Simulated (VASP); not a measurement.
CdS:

```xyz
2
Lattice="0.0000 2.9090 2.9090 2.9090 0.0000 2.9090 2.9090 2.9090 0.0000" Properties=species:S:1:pos:R:3 pbc="T T T"
Cd    0.0000    0.0000    0.0000
S     1.4545    1.4545    1.4545
```

Base run:

- Program: VASP 6.6.1
- Functional: PBE
- Potentials or basis: VASP PAW PBE potentials, release 64 (Cd, S)
- Cutoff: 500 eV
- k mesh: 6 × 6 × 6
- Occupations: gaussian, width 0.01 eV
- Spin: no spin polarisation

Its results: band gap on the k mesh 1.17 eV, direct; pressure 3.7 GPa.

Task: After a change of settings the same cell gave: band gap on the k mesh 1.01 eV, direct; pressure 7.1 GPa. Which change was it?
A. k mesh from 6 × 6 × 6 to 4 × 4 × 4
B. k mesh from 6 × 6 × 6 to 8 × 8 × 8
C. k mesh from 6 × 6 × 6 to 2 × 2 × 2

Result: C.

Caveats: some runs use coarse meshes.
